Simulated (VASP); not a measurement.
# Cu in VASP: relaxation of the atoms with PBE

Aim: the relaxation of the atoms of Cu with PBE.

All numbers are computed with VASP 6.6.1; they aren't measurements. Logs are shortened: lines on timing, memory, paths and dates and some standing lists are left out, and cuts for length are marked.

### Step 1. The cell of the first run

The cell holds a slab with vacuum, 4 atoms: a = 2.567 Å, b = 2.567 Å, c = 21.444 Å, α = 90.00°, β = 90.00°, γ = 90.00°.

### Step 2. Relaxation of the atoms, PBE

Contents of INCAR:

```
SYSTEM = Cu
PREC     = Accurate       ! precision mode
ENCUT    = 520            ! plane-wave cutoff, eV
EDIFF    = 1E-6           ! SCF threshold, eV
ISMEAR   = -1             ! smearing method
SIGMA    = 0.1            ! smearing width, eV
LREAL    = .False.        ! projectors in reciprocal space
LASPH    = .True.         ! aspherical terms in the spheres
NELM     = 80             ! most SCF steps
ALGO     = Normal         ! electronic algorithm
ISIF     = 2              ! what is computed and relaxed
LWAVE    = .False.        ! write WAVECAR
LCHARG   = .False.        ! write CHGCAR
LDIPOL   = .True.       
IDIPOL   = 3            
DIPOL    = 0.5 0.5 0.500
GGA      = PE             ! functional
IBRION   = 2              ! ionic algorithm
NSW      = 60             ! ionic steps
EDIFFG   = -0.01          ! ionic threshold
```

Contents of KPOINTS:

```
regular mesh
0
Gamma
  14 14 1
  0 0 0
```

Contents of POSCAR:

```
Cu
1.0
    2.5665139637      0.0000000000      0.0000000000
    0.0000000000      2.5665139637      0.0000000000
    0.0000000000      0.0000000000     21.4444000000
Cu
4
Direct
    0.2500000000      0.2500000000      0.3730578080
    0.7500000000      0.7500000000      0.4576859357
    0.2500000000      0.2500000000      0.5423140638
    0.7500000000      0.7500000000      0.6269421920
```

Potentials or basis: VASP PAW PBE potentials, release 64 (Cu).

The run is started by

```bash
> cat potpaw_PBE.64/Cu/POTCAR > POTCAR
> mpirun -np 1 vasp_std > vasp.out
```

OUTCAR:

```text
SYSTEM = Cu
   PREC = Accurate
   ENCUT = 520
   EDIFF = 1E-6
   ISMEAR = -1
   LREAL = .False.
   LASPH = .True.
   NELM = 80
   ISIF = 2
   GGA = PE
   IBRION = 2
   NSW = 60
   EDIFFG = -0.01

 ion  position               nearest neighbor table
   1  0.250  0.250  0.373-   2 2.57   2 2.57   2 2.57   2 2.57
   2  0.750  0.750  0.458-   1 2.57   1 2.57   1 2.57   1 2.57   3 2.57   3 2.57   3 2.57   3 2.57

   3  0.250  0.250  0.542-   2 2.57   2 2.57   2 2.57   2 2.57   4 2.57   4 2.57   4 2.57   4 2.57

   4  0.750  0.750  0.627-   3 2.57   3 2.57   3 2.57   3 2.57

  LATTYP: Found a simple tetragonal cell.
 ALAT       =     2.5665139637
 C/A-ratio  =     8.3554581441

  Lattice vectors:

 A1 = (   2.5665139637,   0.0000000000,   0.0000000000)
 A2 = (   0.0000000000,   2.5665139637,   0.0000000000)
 A3 = (   0.0000000000,   0.0000000000,  21.4444000000)

Analysis of symmetry for initial positions (statically):
=====================================================================
 Subroutine PRICEL returns:
 Original cell was already a primitive cell.

 Routine SETGRP: Setting up the symmetry group for a
 simple tetragonal supercell.

 Subroutine GETGRP returns: Found 16 space group operations
 (whereof  4 operations were pure point group operations)
 out of a pool of 16 trial point group operations.

The static configuration has the point symmetry C_2h.
 The point group associated with its full space group is D_4h.

Analysis of symmetry for dynamics (positions and initial velocities):
=====================================================================
 Subroutine PRICEL returns:
 Original cell was already a primitive cell.

 Routine SETGRP: Setting up the symmetry group for a
 simple tetragonal supercell.

 Subroutine GETGRP returns: Found 16 space group operations
 (whereof  4 operations were pure point group operations)
 out of a pool of 16 trial point group operations.

The dynamic configuration has the point symmetry C_2h.
 The point group associated with its full space group is D_4h.

 Subroutine INISYM returns: Found 16 space group operations
 (whereof  4 operations are pure point group operations),
 and found     1 'primitive' translations

----------------------------------------------------------------------------------------

                                     Primitive cell

  volume of cell :     141.2541

  direct lattice vectors                    reciprocal lattice vectors
     2.566513964  0.000000000  0.000000000     0.389633571  0.000000000  0.000000000
     0.000000000  2.566513964  0.000000000     0.000000000  0.389633571  0.000000000
     0.000000000  0.000000000 21.444400000     0.000000000  0.000000000  0.046632221

  length of vectors
     2.566513964  2.566513964 21.444400000     0.389633571  0.389633571  0.046632221

  position of ions in fractional coordinates (direct lattice)
     0.250000000  0.250000000  0.373057808
     0.750000000  0.750000000  0.457685936
     0.250000000  0.250000000  0.542314064
     0.750000000  0.750000000  0.626942192

  ion indices of the primitive-cell ions
   primitive index   ion index
                 1           1
                 2           2
                 3           3
                 4           4

----------------------------------------------------------------------------------------

 KPOINTS: regular mesh

Automatic generation of k-mesh.
 Grid dimensions read from file:
 generate k-points for:   14   14    1

 Generating k-lattice:

  Cartesian coordinates                     Fractional coordinates (reciprocal lattice)
     0.027830969  0.000000000  0.000000000     0.071428571  0.000000000  0.000000000
     0.000000000  0.027830969  0.000000000     0.000000000  0.071428571  0.000000000
     0.000000000  0.000000000  0.046632221     0.000000000  0.000000000  1.000000000

  Length of vectors
     0.027830969  0.027830969  0.046632221

  Shift w.r.t. Gamma in fractional coordinates (k-lattice)
     0.000000000  0.000000000  0.000000000

 Subroutine IBZKPT returns following result:
 ===========================================

 Found     36 irreducible k-points:

 Following reciprocal coordinates:
            Coordinates               Weight
  0.000000  0.000000  0.000000      1.000000
  0.071429  0.000000  0.000000      4.000000
  0.142857  0.000000  0.000000      4.000000
  0.214286  0.000000  0.000000      4.000000
  0.285714  0.000000  0.000000      4.000000
  0.357143  0.000000  0.000000      4.000000
[... 16 lines left out ...]
  0.285714  0.214286  0.000000      8.000000
  0.357143  0.214286  0.000000      8.000000
 [... further k-points ...]
   k-points           NKPTS =     36   k-points in BZ     NKDIM =     36   number of bands    NBANDS=     26
   number of dos      NEDOS =    301   number of ions     NIONS =      4
   total plane-waves  NPLWV =  64000
   dimension x,y,z NGX =    20 NGY =   20 NGZ =  160
   dimension x,y,z NGXF=    40 NGYF=   40 NGZF=  320
   ions per type =               4
   NGX,Y,Z   is equivalent  to a cutoff of  12.95, 12.95, 12.40 a.u.
   NGXF,Y,Z  is equivalent  to a cutoff of  25.91, 25.91, 24.81 a.u.
 SYSTEM =  Cu
   PREC   = accura    normal or accurate (medium, high low for compatibility)
   ISTART =      0    job   : 0-new  1-cont  2-samecut
   ICHARG =      2    charge: 1-file 2-atom 10-const
   ISPIN  =      1    spin polarized calculation?
   LNONCOLLINEAR =      F non collinear calculations
   LSORBIT =      F    spin-orbit coupling
   LASPH  =      T    aspherical Exc in radial PAW
   ENCUT  =  520.0 eV  38.22 Ry    6.18 a.u.   4.77  4.77 39.87*2*pi/ulx,y,z
   NELM   =     80;   NELMIN=  2; NELMDL= -5     # of ELM steps
   EDIFF  = 0.1E-05   stopping-criterion for ELM
   LREAL  =      F    real-space projection
   EDIFFG = -.1E-01   stopping-criterion for IOM
   NSW    =     60    number of steps for IOM
   IBRION =      2    ionic relax: 0-MD 1-quasi-New 2-CG
   NFREE  =      1    steps in history (QN), initial steepest desc. (CG)
   ISIF   =      2    stress and relaxation
   ISYM   =      2    0-nonsym 1-usesym 2-fastsym
   POTIM  = 0.5000    time-step for ionic-motion
   TEBEG  =    0.0;   TEEND  =   0.0 temperature during run
   PSTRESS=    0.0 pullay stress
   NELECT =      44.0000    total number of electrons
   NUPDOWN=      -1.0000    fix difference up-down
   EMIN   =  10.00;   EMAX   =-10.00  energy-range for DOS
   EFERMI =   0.00;   METHOD = LEGACY
   ISMEAR =    -1;   SIGMA  =   0.10  broadening in eV -4-tet -1-fermi 0-gaus
   EFERMI_NEDOS =   21; number of points for ismear=-14 and -15
   IALGO  =     38    algorithm
   IMIX   =      4    mixing-type and parameters
     AMIX     =   0.40;   BMIX     =  1.00
     AMIX_MAG =   1.60;   BMIX_MAG =  1.00
  volume/ion in A,a.u.               =      35.31       238.31
  Fermi-wavevector in a.u.,A,eV,Ry     =   1.109750  2.097124 16.756202  1.231546
  Thomas-Fermi vector in A             =   2.246294
   LORBIT       =      0    0 simple, 1 ext, 2 COOP (PROOUT), +10 PAW based schemes
   GGA     = PE    functional components
   LHFCALC =     F    Hartree Fock is set to
   AEXX    =    0.0000 exact exchange contribution
   IVDW    =     0    specifies the selected vdW correction
   LEPSILON=     F    determine dielectric tensor
   LRPA    =     F    only Hartree local field effects (RPA)
 conjugate gradient relaxation of ions
 non-spin polarized calculation
  energy-cutoff  :      520.00
  volume of cell :      141.25
 maximum number of plane-waves:      3827
 NGX is ok and might be reduce to    20
   NGX =  9   NGY =  9   NGZ = 79

--------------------------------------- Ionic step        1  -------------------------------------------

 number of electron      43.9999894 magnetization

 Free energy of the ion-electron system (eV)
  ---------------------------------------------------
  ext. energy  EPLUGINS =         0.00000000
  ---------------------------------------------------
  free energy    TOTEN  =       -13.72520795 eV

  energy without entropy =      -13.67879934  energy(sigma->0) =      -13.70200364

------------------------ aborting loop because EDIFF is reached ----------------------------------------

  FORCE on cell =-STRESS in cart. coord.  units (eV):
  Direction    XX          YY          ZZ          XY          YZ          ZX
  --------------------------------------------------------------------------------------
  -------------------------------------------------------------------------------------
  Total       -1.4791911     -1.4791911     -0.4712255      0.0000000      0.0000000      0.0000000
  in kB      -16.7777492    -16.7777492     -5.3448827      0.0000000      0.0000000      0.0000000
  external PRESSURE =     -12.9667937 kB  Pullay stress =       0.0000000 kB
[... 251 lines left out ...]
  energy  without entropy=      -13.6850961122  energy(sigma->0) =      -13.70895321

--------------------------------------- Ionic step        8  -------------------------------------------

 number of electron      43.9999938 magnetization

 dipolmoment           0.000000      0.000000      0.000000 electrons x Angstroem

 Free energy of the ion-electron system (eV)
  ---------------------------------------------------
  ext. energy  EPLUGINS =         0.00000000
  ---------------------------------------------------
  free energy    TOTEN  =       -13.73293692 eV

  energy without entropy =      -13.68542759  energy(sigma->0) =      -13.70918225

 E-fermi :  -0.4172     XC(G=0):  -5.1579

 val. band max:       -0.4255346389   @ k =   0.3571   0.0714   0.0000
 cond. band min:      -0.3274112237   @ k =   0.5000   0.1429   0.0000
 fundamental gap:      0.0981234153
 Fermi energy:        -0.4172214231

 k-point     1 :       0.0000    0.0000    0.0000
  band No.  band energies     occupation
      1      -9.1173      2.00000
      2      -7.4943      2.00000
      3      -5.4971      2.00000
      4      -5.1019      2.00000
      5      -4.6268      2.00000
      6      -4.1720      2.00000
[... 685 lines left out ...]
     25       3.8456      0.00000
     26       4.9836      0.00000

 [... further k-points ...]

------------------------ aborting loop because EDIFF is reached ----------------------------------------

 vacuum level on the upper side and lower side of the slab       (xc-potential included)        -0.025        -0.025

  FORCE on cell =-STRESS in cart. coord.  units (eV):
  Direction    XX          YY          ZZ          XY          YZ          ZX
  --------------------------------------------------------------------------------------
  -------------------------------------------------------------------------------------
  Total       -1.1537892     -1.1537892     -0.0589208      0.0000000      0.0000000      0.0000000
  in kB      -13.0868736    -13.0868736     -0.6683100      0.0000000      0.0000000      0.0000000
  external PRESSURE =      -8.9473524 kB  Pullay stress =       0.0000000 kB

 VOLUME and BASIS-vectors are now :
 -----------------------------------------------------------------------------
  energy-cutoff  :      520.00
  volume of cell :      141.25
      direct lattice vectors                 reciprocal lattice vectors
     2.566513964  0.000000000  0.000000000     0.389633571  0.000000000  0.000000000
     0.000000000  2.566513964  0.000000000     0.000000000  0.389633571  0.000000000
     0.000000000  0.000000000 21.444400000     0.000000000  0.000000000  0.046632221
[... 10 lines left out ...]
  FREE ENERGIE OF THE ION-ELECTRON SYSTEM (eV)
  ---------------------------------------------------
  free  energy   TOTEN  =       -13.7329369200 eV

  energy  without entropy=      -13.6854275884  energy(sigma->0) =      -13.70918225

 reached required accuracy - stopping structural energy minimisation

 vacuum level on the upper side and lower side of the slab         4.056         4.056
```

Wall time 9.1 min (1 thread of Oxide Virtual Turin-like, shared host); peak memory 0.26 GiB.

Results:

| Item | Value |
| --- | --- |
| Free energy | -13.7329 eV |
| Energy gained by relaxing | 1.9 meV/atom |
| Ionic steps | 8 |
| Largest force after relaxing | 0.003 eV/Å |
| Band gap on the k mesh | zero (bands 22 and 23 overlap by 4.43 eV) |

Forces in eV/Å, atoms in the order of the input:
```
Cu   0.000  0.000  0.001
Cu   0.000  0.000  0.003
Cu   0.000  0.000 -0.003
Cu   0.000  0.000 -0.001
```

The path:
```tsv
step	energy change (eV)	largest force (eV/Å)	pressure (GPa)
1	0.0000	0.2167	-1.30
2	-0.0051	0.0974	-1.25
3	-0.0067	0.0395	-1.14
4	-0.0067	0.0425	-1.12
5	-0.0069	0.0365	-1.07
6	-0.0075	0.0192	-1.01
7	-0.0076	0.0163	-0.77
8	-0.0077	0.0032	-0.89
```

Final structure:
```
Cu
1.0
     2.56651    0.00000    0.00000
     0.00000    2.56651    0.00000
     0.00000    0.00000   21.44440
Cu
4
Direct
  0.25000 0.25000 0.37462
  0.75000 0.75000 0.45716
  0.25000 0.25000 0.54284
  0.75000 0.75000 0.62538
```
